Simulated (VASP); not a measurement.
Mg2InPtC6N6, 16 atoms in the cell. It takes space group Fm-3m (No. 225, cubic). The conventional cell has a = 11.081 Å, b = 11.081 Å, c = 11.081 Å, α = 90.00°, β = 90.00°, γ = 90.00°. Mg (site symmetry -43m) has 12 N at 3.95 Å and 12 C at 3.98 Å and 4 In at 4.80 Å and 4 Pt at 4.80 Å within 5.2 Å. Within 3.0 Å of In (site symmetry m-3m) lie 6 N at 2.28 Å. Pt (site symmetry m-3m) has 6 C at 2.10 Å within 2.8 Å. Within 1.6 Å of C (site symmetry 4mm) lie 1 N at 1.17 Å. N (site symmetry 4mm) has 1 C at 1.17 Å within 1.6 Å. 

* Program: VASP 6.6.1
* Task: single point
* Functional: PBE
* Potentials or basis: VASP PAW PBE potentials, release 64 (Mg, In_d, Pt, C, N)
* Cutoff: 520 eV
* k mesh: 4 × 4 × 4
* Occupations: gaussian, width 0.1 eV
* Spin: no spin polarisation
* Dipole correction: no
* Further INCAR settings: LREAL = Auto; ALGO = Normal; EDIFF = 1e-06; NBANDS = 54

Potentials or basis: VASP PAW PBE potentials, release 64 (Mg, In_d, Pt, C, N).

Run with:

```console
$ cat potpaw_PBE.64/Mg/POTCAR potpaw_PBE.64/In_d/POTCAR potpaw_PBE.64/Pt/POTCAR potpaw_PBE.64/C/POTCAR potpaw_PBE.64/N/POTCAR > POTCAR
$ mpirun -np 1 vasp_std > vasp.out
```

Hardware: 1 thread of Intel(R) Xeon(R) Platinum 8488C (Sapphire Rapids) (shared host).

How long does it take, and how much memory?

Wall time 5.3 min on 1 thread of Intel(R) Xeon(R) Platinum 8488C (Sapphire Rapids), on a shared host, peak memory 0.55 GiB. Counts: scf iterations 21, k points 8.
